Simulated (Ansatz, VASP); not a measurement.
# Two plane-wave programs on SnSe

```
CELL_PARAMETERS angstrom
0.00000 3.01000 3.01000
3.01000 0.00000 3.01000
3.01000 3.01000 0.00000
ATOMIC_POSITIONS crystal
Sn 0.98674 0.00831 0.99688
Se 0.50951 0.48492 0.50620
```

Alike in both runs: task single point; functional LDA; k mesh 4 × 4 × 4; no spin polarisation.

|  | VASP | Ansatz |
| --- | --- | --- |
| version | VASP 6.6.1 | Ansatz 0.2.0 |
| potentials or method | VASP PAW LDA potentials, release 64 (Sn_d, Se), cutoff 500 eV | plane waves, PAW |
| occupations | gaussian, width 0.01 eV | fixed |
| valence electrons in the cell | 20 | 30 |

Ansatz gave:

| Property | Result |
| --- | --- |
| rms of the force components (eV/Å) | 0.033 |

Problem. What did VASP give for the same quantities?

Solution. rms of the force components (eV/Å): 0.029.

LDA's correlation is that of Perdew and Zunger in VASP and of Perdew and Wang (1992) in Ansatz. Atom by atom the forces differ by 0.003 eV/Å (rms over components). VASP's potentials hold 20 valence electrons a cell and Ansatz's 30, so a difference there can come from the potentials and not from the codes.

The k mesh is coarse, so the values compare programs but aren't converged.
